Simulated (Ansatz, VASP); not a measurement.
# Two plane-wave programs on AlN

```
Al N
1.0
     0.00000    2.18866    2.18866
     2.18866    0.00000    2.18866
     2.18866    2.18866    0.00000
Al N
1 1
Direct
  0.99549 0.01803 0.00451
  0.75868 0.71528 0.74132
```

Change from the starting cell: mode 4 frozen in at -0.095 Å and mode 5 at -0.057 Å (largest displacements).

Alike in both runs: task single point; functional PBEsol; k mesh 10 × 10 × 10; occupations gaussian, width 0.05 eV; no spin polarisation.

|  | VASP | Ansatz |
| --- | --- | --- |
| version | VASP 6.6.1 | Ansatz 0.2.0 |
| potentials or method | VASP PAW PBE potentials, release 64 (Al, N), cutoff 520 eV | scalar-relativistic, plane waves, PAW |
| valence electrons in the cell | 8 | 8 |

VASP gave:

- gap on the k mesh at the Fermi level (eV): 2.75
- least direct gap on the mesh (eV): 3.61
- pressure (GPa): 3.6
- traceless stress, the component that is largest in VASP (GPa): -10.64
- rms of the force components (eV/Å): 1.514

Q: Which values does Ansatz return?

A: gap on the k mesh at the Fermi level (eV): 2.76; least direct gap on the mesh (eV): 3.59; pressure (GPa): 3.5; traceless stress, the component that is largest in VASP (GPa): -10.47; rms of the force components (eV/Å): 1.502.

VASP's potentials were made for PBE, not for PBEsol, and Ansatz warns of the same on its side. Atom by atom the forces differ by 0.013 eV/Å (rms over components).
